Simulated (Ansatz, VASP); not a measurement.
# CdS: VASP beside Ansatz

```
Cd S
1.0
     0.00909    2.73587    2.73587
     2.73587    0.00909    2.73587
     2.73587    2.73587    0.00909
Cd S
1 1
Direct
  0.00000 0.00000 0.00000
  0.50000 0.50000 0.50000
```

Change from the starting cell: shear_111 strain +0.5%.

Alike in both runs: task single point; functional r2SCAN; k mesh 8 × 8 × 8; no spin polarisation.

|  | VASP | Ansatz |
| --- | --- | --- |
| version | VASP 6.6.1 | Ansatz 0.2.0 |
| potentials or method | VASP PAW PBE potentials, release 64 (Cd, S) | plane waves, PAW |
| plane-wave cutoff (eV) | 520 | 500 |
| occupations | gaussian, width 0.01 eV | fixed |
| valence electrons in the cell | 18 | 26 |

VASP gave:

| Property | Result |
| --- | --- |
| gap on the k mesh at the Fermi level (eV) | 0.72 |
| pressure (GPa) | 0.1 |
| traceless stress, the component that is largest in VASP (GPa) | -0.12 |

Question: What did Ansatz give for the same quantities?

Answer: gap on the k mesh at the Fermi level (eV): 0.74; pressure (GPa): -0.4; traceless stress, the component that is largest in VASP (GPa): -0.12.

VASP's potentials were made for PBE, not for r2SCAN. VASP's potentials hold 18 valence electrons a cell and Ansatz's 26, so a difference there can come from the potentials and not from the codes.
